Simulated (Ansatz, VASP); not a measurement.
**Two plane-wave programs on CaO**

```
Ca O
1.0
     0.00000    2.54696    2.64492
     2.54696    0.00000    2.64492
     2.54696    2.54696    0.00000
Ca O
1 1
Direct
  0.00000 0.00000 0.00000
  0.50000 0.50000 0.50000
```

Change from the starting cell: strain +0.040 along x and y, +0.080 along z, atoms carried along.

Alike in both runs: task single point; functional r2SCAN; k mesh 8 × 8 × 8; occupations gaussian, width 0.05 eV; no spin polarisation.

|  | VASP | Ansatz |
| --- | --- | --- |
| version | VASP 6.6.1 | Ansatz 0.2.0 |
| potentials or method | VASP PAW PBE potentials, release 64 (Ca_sv, O), cutoff 520 eV | scalar-relativistic, plane waves, PAW |
| valence electrons in the cell | 16 | 16 |

```csv
,VASP,Ansatz,Ansatz less VASP
gap on the k mesh at the Fermi level (eV),3.82,3.81,-0.001
least direct gap on the mesh (eV),3.82,3.81,-0.001
pressure (GPa),-15.4,-15.8,-0.40
"traceless stress, the component that is largest in VASP (GPa)",-0.68,-0.56,+0.129
```

VASP's potentials were made for PBE, not for r2SCAN.
